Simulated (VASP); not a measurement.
# BP in VASP: further runs

The runs below take BP through single point, with PBEsol.

All numbers are computed with VASP 6.6.1; they aren't measurements. Logs are shortened: lines on timing, memory, paths and dates and some standing lists are left out, and cuts for length are marked.

**1. The cell of the first run**

Symmetry: I-4m2, No. 119, tetragonal system. The conventional cell has a = 3.260 Å, b = 3.260 Å, c = 4.478 Å, α = 90.00°, β = 90.00°, γ = 90.00°. B (site symmetry -4m2) has 4 P at 1.98 Å within 2.6 Å. Within 2.6 Å of P (site symmetry -4m2) lie 4 B at 1.98 Å.

**2. Single point, PBEsol (film at in-plane strain +0.02)**

File INCAR:

```
SYSTEM = BP
  ALGO = Normal
  EDIFF = 1E-7
  ENCUT = 520
  GGA = PS
  ISIF = 2
  ISMEAR = 0
  LASPH = .TRUE.
  LCHARG = .TRUE.
  LELF = .TRUE.
  LREAL = .FALSE.
  LVHAR = .TRUE.
  LWAVE = .FALSE.
  NBANDS = 11
  NELM = 100
  PREC = Accurate
  SIGMA = 0.01
```

File KPOINTS:

```
k-points
0
G
  8 8 8
  0 0 0
```

File POSCAR:

```
BP
1.0
    2.3052732867      2.3052732867      0.0000000000
   -2.3052732867      2.3052732867      0.0000000000
    0.0000000000      2.3052732867      2.2388744983
B P
1 1
Direct
    0.0000000000      0.0000000000      0.0000000000
    0.7500000000      0.2500000000      0.5000000000
```

Potentials or basis: VASP PAW PBE potentials, release 64 (B, P).

Command:

```console
cat potpaw_PBE.64/B/POTCAR potpaw_PBE.64/P/POTCAR > POTCAR
mpirun -np 1 vasp_std > vasp.out
```

OUTCAR:

```text
SYSTEM = BP
   EDIFF = 1E-7
   ENCUT = 520
   GGA = PS
   ISIF = 2
   ISMEAR = 0
   LASPH = .TRUE.
   LREAL = .FALSE.
   NELM = 100
   PREC = Accurate

 ion  position               nearest neighbor table
   1  0.000  0.000  0.000-   2 1.98   2 1.98   2 1.98   2 1.98
   2  0.750  0.250  0.500-   1 1.98   1 1.98   1 1.98   1 1.98

  LATTYP: Found a body centered tetragonal cell.
 ALAT       =     3.2601487470
 C/A-ratio  =     1.3734799680

  Lattice vectors:

 A1 = (   2.3052732867,   0.0000000000,  -2.2388744983)
 A2 = (  -2.3052732867,   0.0000000000,  -2.2388744983)
 A3 = (   0.0000000000,   2.3052732867,   2.2388744983)

Analysis of symmetry for initial positions (statically):
=====================================================================
 Subroutine PRICEL returns:
 Original cell was already a primitive cell.

 Routine SETGRP: Setting up the symmetry group for a
 body centered tetragonal supercell.

 Subroutine GETGRP returns: Found  8 space group operations
 (whereof  8 operations were pure point group operations)
 out of a pool of 16 trial point group operations.

The static configuration has the point symmetry D_2d.

Analysis of symmetry for dynamics (positions and initial velocities):
=====================================================================
 Subroutine PRICEL returns:
 Original cell was already a primitive cell.

 Routine SETGRP: Setting up the symmetry group for a
 body centered tetragonal supercell.

 Subroutine GETGRP returns: Found  8 space group operations
 (whereof  8 operations were pure point group operations)
 out of a pool of 16 trial point group operations.

The dynamic configuration has the point symmetry D_2d.

 Subroutine INISYM returns: Found  8 space group operations
 (whereof  8 operations are pure point group operations),
 and found     1 'primitive' translations

----------------------------------------------------------------------------------------

                                     Primitive cell

  volume of cell :      23.7960

  direct lattice vectors                    reciprocal lattice vectors
     2.305273287  2.305273287  0.000000000     0.216894024  0.216894024 -0.223326497
    -2.305273287  2.305273287  0.000000000    -0.216894024  0.216894024 -0.223326497
     0.000000000  2.305273287  2.238874498     0.000000000  0.000000000  0.446652995

  length of vectors
     3.260148747  3.260148747  3.213540718     0.379421612  0.379421612  0.446652995

  position of ions in fractional coordinates (direct lattice)
     0.000000000  0.000000000  0.000000000
     0.750000000  0.250000000  0.500000000

  ion indices of the primitive-cell ions
   primitive index   ion index
                 1           1
                 2           2

----------------------------------------------------------------------------------------

 KPOINTS: k-points

Automatic generation of k-mesh.
 Grid dimensions read from file:
 generate k-points for:    8    8    8

 Generating k-lattice:

  Cartesian coordinates                     Fractional coordinates (reciprocal lattice)
     0.027111753  0.027111753 -0.027915812     0.125000000  0.000000000  0.000000000
    -0.027111753  0.027111753 -0.027915812     0.000000000  0.125000000  0.000000000
     0.000000000  0.000000000  0.055831624     0.000000000  0.000000000  0.125000000

  Length of vectors
     0.047427702  0.047427702  0.055831624

  Shift w.r.t. Gamma in fractional coordinates (k-lattice)
     0.000000000  0.000000000  0.000000000

 Subroutine IBZKPT returns following result:
 ===========================================

 Found     59 irreducible k-points:

 Following reciprocal coordinates:
            Coordinates               Weight
  0.000000  0.000000  0.000000      1.000000
  0.125000  0.000000  0.000000      8.000000
  0.250000  0.000000  0.000000      8.000000
  0.375000  0.000000  0.000000      8.000000
  0.500000  0.000000  0.000000      4.000000
  0.125000  0.125000  0.000000      8.000000
[... 16 lines left out ...]
  0.250000  0.000000  0.125000      4.000000
  0.375000  0.000000  0.125000      8.000000
 [... further k-points ...]
   k-points           NKPTS =     59   k-points in BZ     NKDIM =     59   number of bands    NBANDS=     11
   number of dos      NEDOS =    301   number of ions     NIONS =      2
   total plane-waves  NPLWV =  13824
   dimension x,y,z NGX =    24 NGY =   24 NGZ =   24
   dimension x,y,z NGXF=    48 NGYF=   48 NGZF=   48
   ions per type =               1   1
   NGX,Y,Z   is equivalent  to a cutoff of  12.24, 12.24, 12.42 a.u.
   NGXF,Y,Z  is equivalent  to a cutoff of  24.48, 24.48, 24.83 a.u.
 SYSTEM =  BP
   PREC   = accura    normal or accurate (medium, high low for compatibility)
   ISTART =      0    job   : 0-new  1-cont  2-samecut
   ICHARG =      2    charge: 1-file 2-atom 10-const
   ISPIN  =      1    spin polarized calculation?
   LNONCOLLINEAR =      F non collinear calculations
   LSORBIT =      F    spin-orbit coupling
   LASPH  =      T    aspherical Exc in radial PAW
   ENCUT  =  520.0 eV  38.22 Ry    6.18 a.u.   6.06  6.06  5.98*2*pi/ulx,y,z
   NELM   =    100;   NELMIN=  2; NELMDL= -5     # of ELM steps
   EDIFF  = 0.1E-06   stopping-criterion for ELM
   LREAL  =      F    real-space projection
   EDIFFG = 0.1E-05   stopping-criterion for IOM
   NSW    =      0    number of steps for IOM
   IBRION =     -1    ionic relax: 0-MD 1-quasi-New 2-CG
   NFREE  =      0    steps in history (QN), initial steepest desc. (CG)
   ISIF   =      2    stress and relaxation
   ISYM   =      2    0-nonsym 1-usesym 2-fastsym
   POTIM  = 0.5000    time-step for ionic-motion
   TEBEG  =    0.0;   TEEND  =   0.0 temperature during run
   PSTRESS=    0.0 pullay stress
   NELECT =       8.0000    total number of electrons
   NUPDOWN=      -1.0000    fix difference up-down
   EMIN   =  10.00;   EMAX   =-10.00  energy-range for DOS
   EFERMI =   0.00;   METHOD = LEGACY
   ISMEAR =     0;   SIGMA  =   0.01  broadening in eV -4-tet -1-fermi 0-gaus
   EFERMI_NEDOS =   21; number of points for ismear=-14 and -15
   IALGO  =     38    algorithm
   IMIX   =      4    mixing-type and parameters
     AMIX     =   0.40;   BMIX     =  1.00
     AMIX_MAG =   1.60;   BMIX_MAG =  1.00
  volume/ion in A,a.u.               =      11.90        80.29
  Fermi-wavevector in a.u.,A,eV,Ry     =   1.138335  2.151141 17.630509  1.295806
  Thomas-Fermi vector in A             =   2.275039
   LORBIT       =      0    0 simple, 1 ext, 2 COOP (PROOUT), +10 PAW based schemes
   GGA     = PS    functional components
   LHFCALC =     F    Hartree Fock is set to
   AEXX    =    0.0000 exact exchange contribution
   IVDW    =     0    specifies the selected vdW correction
   LEPSILON=     F    determine dielectric tensor
   LRPA    =     F    only Hartree local field effects (RPA)
 non-spin polarized calculation
 Gauss-broadening in eV      SIGMA  =   0.01
  energy-cutoff  :      520.00
  volume of cell :       23.80
 maximum number of plane-waves:       654
   NGX = 13   NGY = 13   NGZ = 11

 number of electron       8.0000000 magnetization

 Free energy of the ion-electron system (eV)
  ---------------------------------------------------
  ext. energy  EPLUGINS =         0.00000000
  ---------------------------------------------------
  free energy    TOTEN  =       -13.65089106 eV

  energy without entropy =      -13.65089106  energy(sigma->0) =      -13.65089106

 E-fermi :   7.5252     XC(G=0): -10.9692

 val. band max:        7.3747491175   @ k =   0.0000   0.0000   0.0000
 cond. band min:       8.1273376669   @ k =   0.0000   0.0000   0.3750
 fundamental gap:      0.7525885494
 Fermi energy:         7.5252230462

 k-point     1 :       0.0000    0.0000    0.0000
  band No.  band energies     occupation
      1      -8.1437      2.00000
      2       7.1012      2.00000
      3       7.1012      2.00000
      4       7.3747      2.00000
      5      10.4170      0.00000
      6      10.5817      0.00000
      7      10.5817      0.00000
      8      14.2470      0.00000
      9      18.3123      0.00000
     10      18.8795      0.00000
     11      19.6120      0.00000

 k-point     2 :       0.1250    0.0000    0.0000
  band No.  band energies     occupation
      1      -7.8658      2.00000
      2       5.3365      2.00000
      3       6.6598      2.00000
      4       6.8777      2.00000
      5      10.9096      0.00000
      6      11.1532      0.00000
      7      11.1868      0.00000
      8      15.0608      0.00000
      9      18.0433      0.00000
     10      18.5665      0.00000
     11      19.1589      0.00000

 k-point     3 :       0.2500    0.0000    0.0000
  band No.  band energies     occupation
      1      -7.0509      2.00000
      2       2.3705      2.00000
      3       5.9427      2.00000
      4       6.2227      2.00000
      5      10.9916      0.00000
      6      11.8335      0.00000
      7      11.9659      0.00000
      8      16.5435      0.00000
      9      17.9645      0.00000
     10      18.1156      0.00000
     11      19.9092      0.00000

 k-point     4 :       0.3750    0.0000    0.0000
  band No.  band energies     occupation
      1      -5.8045      2.00000
      2      -0.3282      2.00000
      3       5.4406      2.00000
      4       5.7785      2.00000
      5      10.8085      0.00000
      6      11.8104      0.00000
      7      12.1325      0.00000
      8      17.1106      0.00000
      9      19.5316      0.00000
     10      19.7814      0.00000
     11      20.7157      0.00000
[... 239 lines left out ...]
 k-point    22 :       0.0000    0.0000    0.1250
  band No.  band energies     occupation
      1      -7.7587      2.00000
      2       5.9165      2.00000
      3       5.9165      2.00000
      4       6.1859      2.00000
      5       9.7398      0.00000
      6      12.1440      0.00000
      7      12.1440      0.00000
      8      14.5650      0.00000
      9      17.8886      0.00000
     10      19.3007      0.00000
     11      19.5761      0.00000

 k-point    23 :       0.2500    0.0000    0.1250
  band No.  band energies     occupation
      1      -7.4215      2.00000
      2       4.1718      2.00000
      3       5.0477      2.00000
      4       6.6102      2.00000
      5      11.3108      0.00000
      6      11.4937      0.00000
      7      12.2463      0.00000
      8      15.3974      0.00000
      9      16.7413      0.00000
     10      19.0265      0.00000
     11      20.3028      0.00000

 k-point    24 :       0.3750    0.0000    0.1250
  band No.  band energies     occupation
      1      -6.4601      2.00000
      2       1.6122      2.00000
      3       4.2668      2.00000
      4       5.8794      2.00000
      5      11.3556      0.00000
      6      12.0619      0.00000
      7      12.9251      0.00000
      8      15.9475      0.00000
      9      16.9392      0.00000
     10      20.0833      0.00000
     11      21.6694      0.00000

 [... further k-points ...]
[... 5 lines left out ...]
  --------------------------------------------------------------------------------------
  -------------------------------------------------------------------------------------
  Total       -1.0611938     -1.0611938      0.0155375      0.0000000      0.0000000      0.0000000
  in kB      -71.4497454    -71.4497454      1.0461325      0.0000000      0.0000000      0.0000000
  external PRESSURE =     -47.2844528 kB  Pullay stress =       0.0000000 kB

 VOLUME and BASIS-vectors are now :
 -----------------------------------------------------------------------------
  energy-cutoff  :      520.00
  volume of cell :       23.80
      direct lattice vectors                 reciprocal lattice vectors
     2.305273287  2.305273287  0.000000000     0.216894024  0.216894024 -0.223326497
    -2.305273287  2.305273287  0.000000000    -0.216894024  0.216894024 -0.223326497
     0.000000000  2.305273287  2.238874498     0.000000000  0.000000000  0.446652995

 POSITION                                       TOTAL-FORCE (eV/Angst)
 -----------------------------------------------------------------------------------
      0.00000      0.00000      0.00000         0.000000     -0.000000      0.000000
      1.15264      3.45791      1.11944        -0.000000      0.000000      0.000000
 -----------------------------------------------------------------------------------
    total drift:                               -0.000000      0.000000      0.000000

  FREE ENERGIE OF THE ION-ELECTRON SYSTEM (eV)
  ---------------------------------------------------
  free  energy   TOTEN  =       -13.6508910631 eV

  energy  without entropy=      -13.6508910631  energy(sigma->0) =      -13.65089106
```

It took 18 s on 1 thread of AMD EPYC 7R43 (Zen 3), shared host; peak memory 0.1 GiB.

What came out:

| Item | Value |
| --- | --- |
| Free energy | -13.6509 eV |
| Pressure | -4.7 GPa |
| Band gap on the k mesh | 0.75 eV, indirect (least direct gap 3.04 eV) |

Levels at points of the mesh, in eV from the valence-band top:
| k point | band 2 | band 3 | band 4 | band 5 | band 6 | band 7 |
| --- | --- | --- | --- | --- | --- | --- |
| (0.00, 0.00, 0.00) | -0.27 | -0.27 | 0.00 | 3.04 | 3.21 | 3.21 |
| (0.50, 0.00, 0.00) | -9.15 | -2.11 | -1.75 | 3.35 | 4.31 | 4.69 |
| (0.50, 0.50, 0.00) | -8.77 | -4.19 | -4.13 | 1.19 | 1.49 | 11.43 |
| (0.00, 0.00, 0.50) | -8.51 | -4.46 | -4.46 | 0.86 | 1.09 | 11.73 |

Caveat: the cell differs from its parent crystal (film at in-plane strain +0.02); the PAW data sets were made with another functional, which shifts forces and pressure a little.

**3. Single point, PBEsol**

This run uses another cell than the first one, of 11.54 Å³/atom, 0.970 times its volume.

File INCAR:

```
  PREC = Accurate
  ENCUT = 520
  EDIFF = 1E-6
  ISMEAR = -1
  SIGMA = 0.08
  LREAL = F
  LASPH = T
  NELM = 60
  ALGO = Normal
  ISIF = 2
  LWAVE = F
  LCHARG = F
  GGA = PS
  NBANDS = 11
```

File KPOINTS:

```
Automatic mesh
0
Gamma
  12 12 12
```

File POSCAR:

```
BP
1.0
    2.2600718497      2.2600718497      0.0000000000
   -2.2600718497      2.2600718497      0.0000000000
    0.0000000000      2.2600718497      2.2600718497
B P
1 1
Direct
    0.0000000000      0.0000000000      0.0000000000
    0.7500000000      0.2500000000      0.5000000000
```

Potentials or basis: VASP PAW PBE potentials, release 64 (B, P).

Command:

```console
cat potpaw_PBE.64/B/POTCAR potpaw_PBE.64/P/POTCAR > POTCAR
mpirun -np 1 vasp_std > vasp.out
```

OUTCAR:

```text
PREC = Accurate
   ENCUT = 520
   EDIFF = 1E-6
   ISMEAR = -1
   LREAL = F
   LASPH = T
   NELM = 60
   ISIF = 2
   GGA = PS

 ion  position               nearest neighbor table
   1  0.000  0.000  0.000-   2 1.96   2 1.96   2 1.96   2 1.96
   2  0.750  0.250  0.500-   1 1.96   1 1.96   1 1.96   1 1.96

  LATTYP: Found a face centered cubic cell.
 ALAT       =     4.5201436994

  Lattice vectors:

[... 509 lines left out ...]
      2       0.4346      2.00000
      3       4.3984      2.00000
      4       4.8447      2.00000
      5      10.6117      0.00000
      6      14.0061      0.00000
      7      14.3279      0.00000
      8      14.8531      0.00000
      9      20.4692      0.00000
     10      22.2357      0.00000
     11      22.9169      0.00000

 [... further k-points ...]
[... 5 lines left out ...]
  --------------------------------------------------------------------------------------
  -------------------------------------------------------------------------------------
  Total        0.0144675      0.0144675      0.0144675      0.0000000     -0.0000000      0.0000000
  in kB        1.0039405      1.0039405      1.0039405      0.0000000     -0.0000000      0.0000000
  external PRESSURE =       1.0039405 kB  Pullay stress =       0.0000000 kB

 VOLUME and BASIS-vectors are now :
 -----------------------------------------------------------------------------
  energy-cutoff  :      520.00
  volume of cell :       23.09
      direct lattice vectors                 reciprocal lattice vectors
     2.260071850  2.260071850  0.000000000     0.221231905  0.221231905 -0.221231905
    -2.260071850  2.260071850  0.000000000    -0.221231905  0.221231905 -0.221231905
     0.000000000  2.260071850  2.260071850     0.000000000  0.000000000  0.442463809

 POSITION                                       TOTAL-FORCE (eV/Angst)
 -----------------------------------------------------------------------------------
      0.00000      0.00000      0.00000        -0.000000     -0.000000      0.000000
      1.13004      3.39011      1.13004         0.000000      0.000000      0.000000
 -----------------------------------------------------------------------------------
    total drift:                                0.000000      0.000000     -0.000000

  FREE ENERGIE OF THE ION-ELECTRON SYSTEM (eV)
  ---------------------------------------------------
  free  energy   TOTEN  =       -13.6739252152 eV

  energy  without entropy=      -13.6739143370  energy(sigma->0) =      -13.67391978
```

Wall time 20 s (1 thread of AMD EPYC 7R43 (Zen 3), shared host); peak memory 0.1 GiB.

Results:

```yaml
Free_energy: -13.6739 eV
Pressure: 0.1 GPa
Band_gap_on_the_k_mesh: 1.11 eV, indirect (least direct gap 3.37 eV)
```

Caveat: the PAW data sets were made with another functional, which shifts forces and pressure a little. A k mesh can miss the band edges.
